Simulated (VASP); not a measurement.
Write the native input for VASP 6.6.1 that does the following.

- Task: single point
- Functional: LDA
- Potentials or basis: VASP PAW LDA potentials, release 64 (Fe)
- Cutoff: 520 eV
- k mesh: 18 × 18 × 18
- Occupations: methfessel-paxton, width 0.1 eV
- Spin: collinear spin, ferromagnetic start
- Starting moments: [2.4, 2.4] μB
- Dipole correction: no
- Further INCAR settings: ALGO = Normal; EDIFF = 1e-06; NBANDS = 19

The structure of Fe lies in POSCAR:

```
Fe
1.0
    2.7380911312      0.0000000000      0.0000000000
    0.0000000000      2.7380911312      0.0000000000
    0.0000000000      0.0000000000      2.7669855602
Fe
2
Direct
    0.0000000000      0.0000000000      0.0000000000
    0.5000000000      0.5000000000      0.5000000000
```

The input as run:

INCAR

```
ALGO = Normal
EDIFF = 1E-6
ENCUT = 520
GGA = CA
ISIF = 2
ISMEAR = 1
ISPIN = 2
LASPH = T
LCHARG = F
LMAXMIX = 4
LORBIT = 11
LREAL = F
LWAVE = F
MAGMOM = 2.4 2.4
NBANDS = 19
NELM = 150
PREC = Accurate
SIGMA = 0.1
```

KPOINTS

```
k-points
0
Gamma
  18 18 18
```

Potentials or basis: VASP PAW LDA potentials, release 64 (Fe).

Command:

```bash
$ cat potpaw_LDA.64/Fe/POTCAR > POTCAR
$ mpirun -np 1 vasp_std > vasp.out
```

Results of the run:

```yaml
Pressure: -0.2 GPa
Net_moment: 3.92 μB per cell
Site_moments: Fe +1.92 μB
Valence_electrons_inside_the_program's_atomic_spheres: Fe 7.48
```

Wall time 11 min on 1 thread of Oxide Virtual Turin-like Processor, with other jobs on the host, peak memory 0.34 GiB.
